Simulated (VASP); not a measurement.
Wanted: the native input for a VASP 6.6.1 run.

```
Task                   : relaxation of cell and atoms
Functional             : PBE
Potentials or basis    : VASP PAW PBE potentials, release 64 (Sb)
Cutoff                 : 600 eV
k mesh                 : 7 × 7 × 10
Occupations            : fermi-dirac, width 0.08 eV
Spin                   : no spin polarisation
Target pressure        : 22 GPa
Dipole correction      : no
Further INCAR settings : ALGO = Normal; EDIFF = 1e-06; IBRION = 2; EDIFFG = -0.005; NSW = 60; ISIF = 3
```

The structure of Sb lies in POSCAR:

```
Sb
1.0
    4.9704304707      0.0000000000      0.0000000000
   -2.4852152354      4.3045190554      0.0000000000
    0.0000000000      0.0000000000      3.0816668918
Sb
3
Direct
    0.0000000000      0.0000000000      0.0000000000
    0.3333333333      0.6666666667      0.5000000000
    0.6666666667      0.3333333333      0.5000000000
```

One way to write it, as run:

INCAR

```
PREC = Accurate ; ENCUT = 600
EDIFF = 1E-6 ; ISMEAR = -1
SIGMA = 0.08 ; LREAL = F
LASPH = T ; NELM = 60
ALGO = Normal ; ISIF = 3
LWAVE = F ; LCHARG = F
GGA = PE ; IBRION = 2
NSW = 60 ; EDIFFG = -0.005
PSTRESS = 220.0
```

KPOINTS

```
Automatic mesh
0
Gamma
  7 7 10
```

Potentials or basis: VASP PAW PBE potentials, release 64 (Sb).

Run with:

```console
$ cat potpaw_PBE.64/Sb/POTCAR > POTCAR
$ mpirun -np 1 vasp_std > vasp.out
```

It gave:

```
Relaxed volume                                         : 22.03 Å³/atom
Relaxed cell                                           : a = 5.059 Å, b = 5.059 Å, c = 2.982 Å, α = 90.00°, β = 90.00°, γ = 120.00°
Space group after relaxing (to 0.05 Å)                 : P6/mmm (No. 191)
Energy change on relaxing (the enthalpy is what falls) : -15.3 meV/atom
Ionic steps                                            : 10
Pressure after relaxing                                : 22.0 GPa
```

Caveat: the cell is relaxed towards a set pressure, so the enthalpy falls and the energy may rise.

Run time: 2.6 min on 1 thread of Intel Xeon 6975P-C (shared host), peak memory 0.24 GiB.
